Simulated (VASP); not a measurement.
# WBr2F2 (P-3m1) in VASP: further runs

WBr2F2 is run at these levels: PBE; tasks: single point.

Program: VASP 6.6.1. These are calculated values, not measurements. Logs are shortened: lines on timing, memory, paths and dates and some standing lists are left out, and cuts for length are marked.

## 1. The cell of the first run

The structure is trigonal, space group P-3m1 (No. 164). Conventional cell: a = 3.901 Å, b = 3.901 Å, c = 6.701 Å, α = 90.00°, β = 90.00°, γ = 120.00°. Within 4.0 Å of W (site symmetry -3m) lie 6 Br at 2.89 Å and 6 F at 3.25 Å and 6 W at 3.90 Å. Br (site symmetry 3m) has 4 F at 2.32 to 2.55 Å and 3 W at 2.89 Å within 3.1 Å. F (site symmetry 3m) has 4 Br at 2.32 to 2.55 Å and 3 F at 3.02 Å within 3.1 Å.

The cell was generated, and may not be a known phase.

## 2. Single point, PBE, collinear spin

The input, INCAR:

```
SYSTEM = WBr2F2
  ALGO = Normal
  EDIFF = 1E-7
  ENCUT = 520
  GGA = PE
  ISIF = 2
  ISMEAR = 0
  ISPIN = 2
  LASPH = .True.
  LCHARG = .False.
  LMAXMIX = 4
  LORBIT = 11
  LREAL = .False.
  LWAVE = .False.
  MAGMOM = 2.15 -0.1 -0.1 -0.07 -0.07
  NBANDS = 33
  NELM = 150
  PREC = Accurate
  SIGMA = 0.1
```

The input, KPOINTS:

```
k-points
0
Gamma
  6 6 4
  0 0 0
```

The input, POSCAR:

```
WBr2F2
1.0
    3.9013112200      0.0000000000      0.0000000000
   -1.9506556100      3.3786346200      0.0000000000
    0.0000000000      0.0000000000      6.7008257700
W Br F
1 2 2
Direct
    0.0000000000      0.0000000000      0.0000000000
    0.3333333300      0.6666666700      0.2700800000
    0.6666666700      0.3333333300      0.7299200000
    0.6666666700      0.3333333300      0.3500089900
    0.3333333300      0.6666666700      0.6499910100
```

Potentials or basis: VASP PAW PBE potentials, release 64 (W_sv, Br, F).

Command:

```console
$ cat potpaw_PBE.64/W_sv/POTCAR potpaw_PBE.64/Br/POTCAR potpaw_PBE.64/F/POTCAR > POTCAR
$ mpirun -np 1 vasp_std > vasp.out
```

OUTCAR:

```text
SYSTEM = WBr2F2
   EDIFF = 1E-7
   ENCUT = 520
   GGA = PE
   ISIF = 2
   ISMEAR = 0
   ISPIN = 2
   LASPH = .True.
   LORBIT = 11
   LREAL = .False.
   NELM = 150
   PREC = Accurate

 ion  position               nearest neighbor table
   1  0.000  0.000  0.000-   2 2.89   3 2.89   2 2.89   3 2.89   3 2.89   2 2.89
   2  0.333  0.667  0.270-   4 2.32   4 2.32   4 2.32   1 2.89   1 2.89   1 2.89
   3  0.667  0.333  0.730-   5 2.32   5 2.32   5 2.32   1 2.89   1 2.89   1 2.89
   4  0.667  0.333  0.350-   2 2.32   2 2.32   2 2.32
   5  0.333  0.667  0.650-   3 2.32   3 2.32   3 2.32

  LATTYP: Found a hexagonal cell.
 ALAT       =     3.9013112200
 C/A-ratio  =     1.7175829848

  Lattice vectors:

 A1 = (   3.9013112200,   0.0000000000,   0.0000000000)
 A2 = (  -1.9506556100,   3.3786346200,   0.0000000000)
 A3 = (   0.0000000000,   0.0000000000,   6.7008257700)

Analysis of symmetry for initial positions (statically):
=====================================================================
 Subroutine PRICEL returns:
 Original cell was already a primitive cell.

 Routine SETGRP: Setting up the symmetry group for a
 hexagonal supercell.

 Subroutine GETGRP returns: Found 12 space group operations
 (whereof 12 operations were pure point group operations)
 out of a pool of 24 trial point group operations.

The static configuration has the point symmetry D_3d.

Analysis of symmetry for dynamics (positions and initial velocities):
=====================================================================
 Subroutine PRICEL returns:
 Original cell was already a primitive cell.

 Routine SETGRP: Setting up the symmetry group for a
 hexagonal supercell.

 Subroutine GETGRP returns: Found 12 space group operations
 (whereof 12 operations were pure point group operations)
 out of a pool of 24 trial point group operations.

The dynamic configuration has the point symmetry D_3d.

Analysis of structural, dynamic, and magnetic symmetry:
=====================================================================
 Subroutine PRICEL returns:
 Original cell was already a primitive cell.

 Routine SETGRP: Setting up the symmetry group for a
 hexagonal supercell.

 Subroutine GETGRP returns: Found 12 space group operations
 (whereof 12 operations were pure point group operations)
 out of a pool of 24 trial point group operations.

The overall configuration has the point symmetry D_3d.

 Subroutine INISYM returns: Found 12 space group operations
 (whereof 12 operations are pure point group operations),
 and found     1 'primitive' translations

----------------------------------------------------------------------------------------

                                     Primitive cell

  volume of cell :      88.3243

  direct lattice vectors                    reciprocal lattice vectors
     3.901311220  0.000000000  0.000000000     0.256324078  0.147988775  0.000000000
    -1.950655610  3.378634620  0.000000000     0.000000000  0.295977551  0.000000000
     0.000000000  0.000000000  6.700825770     0.000000000  0.000000000  0.149235338

  length of vectors
     3.901311220  3.901311216  6.700825770     0.295977551  0.295977551  0.149235338

  position of ions in fractional coordinates (direct lattice)
     0.000000000  0.000000000  0.000000000
     0.333333330  0.666666670  0.270080000
     0.666666670  0.333333330  0.729920000
     0.666666670  0.333333330  0.350008990
     0.333333330  0.666666670  0.649991010

  ion indices of the primitive-cell ions
   primitive index   ion index
                 1           1
                 2           2
                 3           3
                 4           4
                 5           5

----------------------------------------------------------------------------------------

 KPOINTS: k-points

Automatic generation of k-mesh.
 Grid dimensions read from file:
 generate k-points for:    6    6    4

 Generating k-lattice:

  Cartesian coordinates                     Fractional coordinates (reciprocal lattice)
     0.042720680  0.024664796  0.000000000     0.166666667 -0.000000000  0.000000000
     0.000000000  0.049329592  0.000000000     0.000000000  0.166666667  0.000000000
     0.000000000  0.000000000  0.037308835     0.000000000  0.000000000  0.250000000

  Length of vectors
     0.049329592  0.049329592  0.037308835

  Shift w.r.t. Gamma in fractional coordinates (k-lattice)
     0.000000000  0.000000000  0.000000000

 Subroutine IBZKPT returns following result:
 ===========================================

 Found     24 irreducible k-points:

 Following reciprocal coordinates:
            Coordinates               Weight
  0.000000  0.000000  0.000000      1.000000
  0.166667  0.000000  0.000000      6.000000
  0.333333 -0.000000  0.000000      6.000000
  0.500000 -0.000000  0.000000      3.000000
  0.166667  0.166667  0.000000      6.000000
  0.333333  0.166667  0.000000     12.000000
[... 16 lines left out ...]
  0.333333  0.166667  0.500000     12.000000
  0.333333  0.333333  0.500000      2.000000
   k-points           NKPTS =     24   k-points in BZ     NKDIM =     24   number of bands    NBANDS=     33
   number of dos      NEDOS =    301   number of ions     NIONS =      5
   total plane-waves  NPLWV =  45000
   dimension x,y,z NGX =    30 NGY =   30 NGZ =   50
   dimension x,y,z NGXF=    60 NGYF=   60 NGZF=  100
   ions per type =               1   2   2
   NGX,Y,Z   is equivalent  to a cutoff of  12.78, 12.78, 12.40 a.u.
   NGXF,Y,Z  is equivalent  to a cutoff of  25.57, 25.57, 24.81 a.u.
 SYSTEM =  WBr2F2
   PREC   = accura    normal or accurate (medium, high low for compatibility)
   ISTART =      0    job   : 0-new  1-cont  2-samecut
   ICHARG =      2    charge: 1-file 2-atom 10-const
   ISPIN  =      2    spin polarized calculation?
   LNONCOLLINEAR =      F non collinear calculations
   LSORBIT =      F    spin-orbit coupling
   LASPH  =      T    aspherical Exc in radial PAW
   ENCUT  =  520.0 eV  38.22 Ry    6.18 a.u.   7.25  7.25 12.46*2*pi/ulx,y,z
   NELM   =    150;   NELMIN=  2; NELMDL= -5     # of ELM steps
   EDIFF  = 0.1E-06   stopping-criterion for ELM
   LREAL  =      F    real-space projection
   EDIFFG = 0.1E-05   stopping-criterion for IOM
   NSW    =      0    number of steps for IOM
   IBRION =     -1    ionic relax: 0-MD 1-quasi-New 2-CG
   NFREE  =      0    steps in history (QN), initial steepest desc. (CG)
   ISIF   =      2    stress and relaxation
   ISYM   =      2    0-nonsym 1-usesym 2-fastsym
   POTIM  = 0.5000    time-step for ionic-motion
   TEBEG  =    0.0;   TEEND  =   0.0 temperature during run
   PSTRESS=    0.0 pullay stress
   NELECT =      42.0000    total number of electrons
   NUPDOWN=      -1.0000    fix difference up-down
   EMIN   =  10.00;   EMAX   =-10.00  energy-range for DOS
   EFERMI =   0.00;   METHOD = LEGACY
   ISMEAR =     0;   SIGMA  =   0.10  broadening in eV -4-tet -1-fermi 0-gaus
   EFERMI_NEDOS =   21; number of points for ismear=-14 and -15
   IALGO  =     38    algorithm
   IMIX   =      4    mixing-type and parameters
     AMIX     =   0.40;   BMIX     =  1.00
     AMIX_MAG =   1.60;   BMIX_MAG =  1.00
  volume/ion in A,a.u.               =      17.66       119.21
  Fermi-wavevector in a.u.,A,eV,Ry     =   1.277805  2.414701 22.215393  1.632785
  Thomas-Fermi vector in A             =   2.410384
   LORBIT       =     11    0 simple, 1 ext, 2 COOP (PROOUT), +10 PAW based schemes
   GGA     = PE    functional components
   LHFCALC =     F    Hartree Fock is set to
   AEXX    =    0.0000 exact exchange contribution
   IVDW    =     0    specifies the selected vdW correction
   LEPSILON=     F    determine dielectric tensor
   LRPA    =     F    only Hartree local field effects (RPA)
 spin polarized calculation
 Gauss-broadening in eV      SIGMA  =   0.10
  energy-cutoff  :      520.00
  volume of cell :       88.32
 maximum number of plane-waves:      2400
 NGX is ok and might be reduce to    30
   NGX = 15   NGY = 15   NGZ = 25

 number of electron      41.9999957 magnetization       2.1323182

 Free energy of the ion-electron system (eV)
  ---------------------------------------------------
  ext. energy  EPLUGINS =         0.00000000
  ---------------------------------------------------
  free energy    TOTEN  =       -17.94471654 eV

  energy without entropy =      -17.92522988  energy(sigma->0) =      -17.93497321

 E-fermi :   3.6694     XC(G=0): -10.1963

 val. band max:        3.6526984464   @ k =   0.0000   0.3333   0.2500
 cond. band min:       3.6782075136   @ k =   0.5000  -0.0000   0.0000
 fundamental gap:      0.0255090672
 Fermi energy:         3.6694081644

 spin component 1

 k-point     1 :       0.0000    0.0000    0.0000
  band No.  band energies     occupation
      1     -71.5338      1.00000
      2     -35.7851      1.00000
      3     -35.7719      1.00000
      4     -35.7719      1.00000
      5     -18.2077      1.00000
      6     -17.8293      1.00000
[... 25 lines left out ...]
     32      15.7357      0.00000
     33      15.7358      0.00000

 k-point     2 :       0.1667    0.0000    0.0000
  band No.  band energies     occupation
      1     -71.5337      1.00000
      2     -35.7841      1.00000
      3     -35.7785      1.00000
      4     -35.7736      1.00000
      5     -18.1397      1.00000
      6     -17.8023      1.00000
[... 25 lines left out ...]
     32      15.4363      0.00000
     33      15.8562      0.00000
[... 754 lines left out ...]
     32      16.2071      0.00000
     33      16.5705      0.00000

 k-point    24 :       0.3333    0.3333    0.5000
  band No.  band energies     occupation
      1     -71.5331      1.00000
      2     -35.7903      1.00000
      3     -35.7903      1.00000
      4     -35.7807      1.00000
      5     -17.7957      1.00000
      6     -17.7957      1.00000
[... 25 lines left out ...]
     32      16.6629      0.00000
     33      16.6629      0.00000
 Fermi energy:         3.6694081644

 spin component 2

 k-point     1 :       0.0000    0.0000    0.0000
  band No.  band energies     occupation
      1     -70.5677      1.00000
      2     -34.5670      1.00000
      3     -34.4228      1.00000
      4     -34.4228      1.00000
      5     -18.3238      1.00000
      6     -17.9515      1.00000
[... 25 lines left out ...]
     32      15.7979      0.00000
     33      15.7979      0.00000

 k-point     2 :       0.1667    0.0000    0.0000
  band No.  band energies     occupation
      1     -70.5676      1.00000
      2     -34.5659      1.00000
      3     -34.4293      1.00000
      4     -34.4245      1.00000
      5     -18.2566      1.00000
      6     -17.9246      1.00000
[... 25 lines left out ...]
     32      15.5563      0.00000
     33      16.0673      0.00000
[... 754 lines left out ...]
     32      16.3747      0.00000
     33      16.7527      0.00000

 k-point    24 :       0.3333    0.3333    0.5000
  band No.  band energies     occupation
      1     -70.5671      1.00000
      2     -34.5623      1.00000
      3     -34.4410      1.00000
      4     -34.4410      1.00000
      5     -17.9170      1.00000
      6     -17.9170      1.00000
[... 25 lines left out ...]
     32      16.7309      0.00000
     33      16.7309      0.00000

------------------------ aborting loop because EDIFF is reached ----------------------------------------

  FORCE on cell =-STRESS in cart. coord.  units (eV):
  Direction    XX          YY          ZZ          XY          YZ          ZX
  --------------------------------------------------------------------------------------
  -------------------------------------------------------------------------------------
  Total        2.8194963      2.8194963     -4.6423542      0.0000000      0.0000000      0.0000000
  in kB       51.1448557     51.1448555    -84.2109769      0.0000000      0.0000000      0.0000000
  external PRESSURE =       6.0262448 kB  Pullay stress =       0.0000000 kB

 VOLUME and BASIS-vectors are now :
 -----------------------------------------------------------------------------
  energy-cutoff  :      520.00
  volume of cell :       88.32
      direct lattice vectors                 reciprocal lattice vectors
     3.901311220  0.000000000  0.000000000     0.256324078  0.147988775  0.000000000
    -1.950655610  3.378634620  0.000000000     0.000000000  0.295977551  0.000000000
     0.000000000  0.000000000  6.700825770     0.000000000  0.000000000  0.149235338

 POSITION                                       TOTAL-FORCE (eV/Angst)
 -----------------------------------------------------------------------------------
      0.00000      0.00000      0.00000         0.000000      0.000000      0.000000
     -0.00000      2.25242      1.80976        -0.000000      0.000000     -4.345547
      1.95066      1.12621      4.89107         0.000000     -0.000000      4.345547
      1.95066      1.12621      2.34535         0.000000      0.000000      0.672068
     -0.00000      2.25242      4.35548        -0.000000     -0.000000     -0.672068
 -----------------------------------------------------------------------------------
    total drift:                               -0.000000      0.000000     -0.000000

  FREE ENERGIE OF THE ION-ELECTRON SYSTEM (eV)
  ---------------------------------------------------
  free  energy   TOTEN  =       -17.9447165444 eV

  energy  without entropy=      -17.9252298752  energy(sigma->0) =      -17.93497321

 total charge

# of ion       s       p       d       tot
------------------------------------------
    1        2.286   6.086   3.083  11.455
    2        1.671   2.916   0.085   4.673
    3        1.671   2.916   0.085   4.673
    4        1.760   4.297   0.000   6.057
    5        1.760   4.297   0.000   6.057
--------------------------------------------------
tot          9.148  20.513   3.254  32.915

 magnetization (x)

# of ion       s       p       d       tot
------------------------------------------
    1        0.051   0.015   1.952   2.017
    2       -0.002  -0.121   0.003  -0.119
    3       -0.002  -0.121   0.003  -0.119
    4       -0.001  -0.064   0.000  -0.065
    5       -0.001  -0.064   0.000  -0.065
--------------------------------------------------
tot          0.044  -0.354   1.959   1.649
```

It took 4.2 min on 1 thread of Intel Xeon 8259CL, shared host; peak memory 0.3 GiB.

What came out:

```
Free energy                                           : -17.9447 eV
Pressure                                              : 0.6 GPa
Largest force                                         : 4.346 eV/Å
Net moment                                            : 2.13 μB per cell
Site moments                                          : W +2.02; Br -0.12; F -0.07 μB
Valence electrons inside the program's atomic spheres : W 11.46; Br 4.67; F 6.06
```

Forces on the atoms (eV/Å):
```
W    0.000  0.000  0.000
Br   0.000  0.000 -4.346
Br   0.000  0.000  4.346
F    0.000  0.000  0.672
F    0.000  0.000 -0.672
```

Levels at points of the mesh, in eV from the Fermi level:
Spin up:
| k point | band 19 | band 20 | band 21 | band 22 | band 23 | band 24 | band 25 | band 26 |
| --- | --- | --- | --- | --- | --- | --- | --- | --- |
| (0.00, 0.00, 0.00) | -1.00 | -1.00 | -0.98 | -0.98 | -0.43 | 1.88 | 1.88 | 2.00 |
| (0.50, 0.00, 0.00) | -1.18 | -0.56 | -0.10 | 0.12 | 0.13 | 2.08 | 2.13 | 3.19 |
| (0.00, 0.00, 0.50) | -0.94 | -0.94 | -0.87 | -0.64 | -0.64 | 1.62 | 1.62 | 2.81 |
| (0.50, 0.00, 0.50) | -0.80 | -0.73 | -0.11 | -0.03 | 0.12 | 2.16 | 2.31 | 3.10 |
Spin down:
```csv
k point,band 18,band 19,band 20,band 21,band 22,band 23
"(0.00, 0.00, 0.00)",-1.94,-1.14,-1.14,0.92,0.98,0.98
"(0.50, 0.00, 0.00)",-0.96,-0.58,0.01,0.32,2.02,2.02
"(0.00, 0.00, 0.50)",-1.01,-0.78,-0.78,0.69,1.01,1.01
"(0.50, 0.00, 0.50)",-0.95,-0.82,-0.16,0.59,2.01,2.03
```

Caveat: the stress differs along the axes, from -8 to 5 GPa; spin-orbit coupling is left out, which moves the levels of the heavy elements; forces of over 1 eV/Å act on the atoms, so gaps and moduli don't describe the material at rest.

## 3. Single point, PBE, collinear spin

This run uses another cell than the first one, of 18.98 Å³/atom.

The input, INCAR:

```
SYSTEM = WBr2F2
PREC = Accurate
ENCUT = 520
EDIFF = 1E-6
ISMEAR = 0
SIGMA = 0.1
LREAL = .False.
LASPH = .True.
NELM = 150
ALGO = Normal
ISIF = 2
LWAVE = .False.
LCHARG = .False.
ISPIN = 2
MAGMOM = 1.75 -0.07 -0.07 0.01 0.01
LORBIT = 11
LMAXMIX = 4
GGA = PE
NBANDS = 33
```

The input, KPOINTS:

```
Automatic mesh
0
Gamma
  6 6 4
  0 0 0
```

The input, POSCAR:

```
WBr2F2
1.0
    4.1618268887      0.0000000000      0.0000000000
   -2.0809134444      3.6042478118      0.0000000000
    0.0000000000      0.0000000000      6.3261232966
W Br F
1 2 2
Direct
    0.0000000000      0.0000000000      0.0000000000
    0.3333333333      0.6666666667      0.1822414066
    0.6666666667      0.3333333333      0.8177585934
    0.6666666667      0.3333333333      0.2990120838
    0.3333333333      0.6666666667      0.7009879162
```

Potentials or basis: VASP PAW PBE potentials, release 64 (W_sv, Br, F).

Command:

```console
$ cat potpaw_PBE.64/W_sv/POTCAR potpaw_PBE.64/Br/POTCAR potpaw_PBE.64/F/POTCAR > POTCAR
$ mpirun -np 1 vasp_std > vasp.out
```

Wall time 2.6 min (1 thread of Intel Xeon 8259CL, shared host); peak memory 0.32 GiB.

It converged, with:

* Free energy: -20.5960 eV
* Pressure: 0.0 GPa
* Largest force: 0.018 eV/Å
* Net moment: 2.08 μB per cell
* Site moments: W +1.80; Br -0.08; F +0.01 μB
* Valence electrons inside the program's atomic spheres: W 11.55; Br 4.80; F 6.02

Forces in eV/Å, atoms in the order of the input:
```
W    0.000  0.000  0.000
Br   0.000  0.000  0.018
Br   0.000  0.000 -0.018
F    0.000  0.000 -0.013
F    0.000  0.000  0.013
```

Stress tensor (GPa, compression positive):
```
 0.04  0.00  0.00
 0.00  0.04  0.00
 0.00  0.00 -0.03
```

Levels at points of the mesh, in eV from the Fermi level:
Spin up:
| k point | band 19 | band 20 | band 21 | band 22 | band 23 | band 24 | band 25 | band 26 |
| --- | --- | --- | --- | --- | --- | --- | --- | --- |
| (0.00, 0.00, 0.00) | -1.31 | -1.13 | -0.52 | -0.52 | -0.01 | 3.42 | 3.42 | 4.04 |
| (0.50, 0.00, 0.00) | -0.75 | -0.67 | -0.57 | -0.17 | -0.10 | 2.09 | 3.11 | 5.35 |
| (0.00, 0.00, 0.50) | -1.27 | -1.27 | -0.46 | -0.46 | -0.12 | 3.38 | 3.38 | 4.60 |
| (0.50, 0.00, 0.50) | -0.71 | -0.70 | -0.61 | -0.13 | 0.00 | 2.10 | 3.13 | 5.30 |
Spin down:
| k point | band 16 | band 17 | band 18 | band 19 | band 20 | band 21 | band 22 | band 23 | band 24 | band 25 |
| --- | --- | --- | --- | --- | --- | --- | --- | --- | --- | --- |
| (0.00, 0.00, 0.00) | -2.05 | -1.45 | -1.26 | -1.26 | -1.18 | 0.89 | 0.89 | 1.76 | 3.97 | 3.97 |
| (0.50, 0.00, 0.00) | -1.43 | -1.37 | -0.87 | -0.71 | -0.67 | 1.14 | 1.27 | 1.44 | 2.76 | 3.66 |
| (0.00, 0.00, 0.50) | -2.01 | -1.87 | -1.45 | -1.22 | -1.22 | 0.92 | 0.92 | 1.75 | 3.94 | 3.94 |
| (0.50, 0.00, 0.50) | -1.91 | -1.44 | -0.82 | -0.71 | -0.66 | 1.19 | 1.37 | 1.43 | 2.77 | 3.67 |

Caveat: spin-orbit coupling is left out, which moves the levels of the heavy elements.
